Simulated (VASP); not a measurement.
ZrS: single point with PBEsol

Crystal: ZrS.

```
CELL_PARAMETERS angstrom
0.00000 2.55328 2.64357
2.55328 0.00000 2.64357
2.55328 2.55328 0.00000
ATOMIC_POSITIONS crystal
Zr 0.00000 0.00000 0.00000
S 0.50000 0.50000 0.50000
```

This cell differs from its parent crystal: strain +e along x and -e along y +0.0000, strain +e along z and -e/2 along x and y +0.0233.

| Property | Result |
| --- | --- |
| Program | VASP 6.6.1 |
| Task | single point |
| Functional | PBEsol |
| Potentials or basis | VASP PAW PBE potentials, release 64 (Zr_sv, S) |
| Cutoff | 520 eV |
| k mesh | 16 × 16 × 16 |
| Occupations | gaussian, width 0.15 eV |
| Spin | no spin polarisation |

```yaml
Pressure: 0.7 GPa
Band_gap_on_the_k_mesh: zero (bands 9 and 10 overlap by 2.90 eV)
```

Stress tensor (GPa, compression positive):
```
 3.97  0.00  0.00
 0.00  3.97  0.00
 0.00  0.00 -5.87
```

Levels at points of the mesh, in eV from the Fermi level:
```tsv
k point	band 5	band 6	band 7	band 8	band 9	band 10	band 11	band 12	band 13	band 14
(0.00, 0.00, 0.00)	-16.04	-3.58	-3.48	-3.48	-1.71	-1.33	-1.33	-0.86	-0.67	2.29
(0.50, 0.00, 0.00)	-14.28	-8.26	-6.17	-6.15	1.53	1.66	1.92	1.97	5.73	5.75
(0.50, 0.50, 0.00)	-15.17	-6.47	-4.36	-4.36	-3.70	0.43	2.57	2.57	3.05	3.66
(0.50, 0.00, 0.50)	-15.14	-6.24	-4.54	-4.51	-3.67	0.58	2.40	2.68	3.02	3.71
```

It took 2.2 min on 1 thread of AMD EPYC 7R13 Processor (Zen 3) (shared host), peak memory 0.27 GiB.

Caveat: the cell differs from its parent crystal (strain +e along x and -e along y +0.0000, strain +e along z and -e/2 along x and y +0.0233); the stress differs along the axes, from -6 to 4 GPa; the PAW data sets were made with another functional, which shifts forces and pressure a little.
